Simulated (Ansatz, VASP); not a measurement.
## BeS in VASP and in Ansatz

```
CELL_PARAMETERS angstrom
0.00000 2.53916 2.49868
2.49868 0.00000 2.49868
2.49868 2.53916 0.00000
ATOMIC_POSITIONS crystal
Be 0.00000 0.00000 0.00000
S 0.75000 0.75000 0.75000
```

Alike in both runs: task single point; functional PBEsol; k mesh 10 × 10 × 10; occupations gaussian, width 0.05 eV; no spin polarisation.

|  | VASP | Ansatz |
| --- | --- | --- |
| version | VASP 6.6.1 | Ansatz 0.2.0 |
| potentials or method | VASP PAW PBE potentials, release 64 (Be, S), cutoff 520 eV | scalar-relativistic, plane waves, PAW |
| valence electrons in the cell | 8 | 8 |

```csv
,VASP,Ansatz,Ansatz less VASP
gap on the k mesh at the Fermi level (eV),3.08,3.08,-0.003
least direct gap on the mesh (eV),4.83,4.83,-0.001
pressure (GPa),-8.8,-8.9,-0.13
"traceless stress, the component that is largest in VASP (GPa)",-0.97,-0.97,-0.004
```

VASP's potentials were made for PBE, not for PBEsol.
